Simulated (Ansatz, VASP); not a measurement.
# CuO: VASP beside Ansatz

```
CELL_PARAMETERS angstrom
2.36810 -1.73053 0.00000
2.36810 1.73053 0.00000
-0.86916 0.00000 5.05944
ATOMIC_POSITIONS crystal
Cu 0.49680 0.00320 0.50000
Cu 0.00320 0.49680 0.00000
O 0.40560 0.57140 0.75370
O 0.57140 0.40560 0.25370
```

Alike in both runs: functional PBEsol; k mesh 8 × 8 × 5; occupations fermi-dirac, width 0.05 eV; no spin polarisation.

|  | VASP | Ansatz |
| --- | --- | --- |
| version | VASP 6.6.1 | Ansatz 0.2.0 |
| potentials or method | VASP PAW PBE potentials, release 64 (Cu_sv_GW, O) | Ansatz PAW |
| plane-wave cutoff (eV) | 700 | 420 |
| valence electrons in the cell | 50 | 50 |
| task | single point | band structure |

Ansatz gave:

| Quantity | Value |
| --- | --- |
| gap on the k mesh at the Fermi level (eV) | none |
| pressure (GPa) | -5.7 |
| traceless stress, the component that is largest in VASP (GPa) | 2.69 |
| rms of the force components (eV/Å) | 0.408 |

Problem. What did VASP give for the same quantities?

Solution. gap on the k mesh at the Fermi level (eV): none; pressure (GPa): -8.4; traceless stress, the component that is largest in VASP (GPa): 2.66; rms of the force components (eV/Å): 0.413.

VASP's potentials were made for PBE, not for PBEsol. Atom by atom the forces differ by 0.007 eV/Å (rms over components). A gap of «none» marks a metal or a gap that the smearing closes.
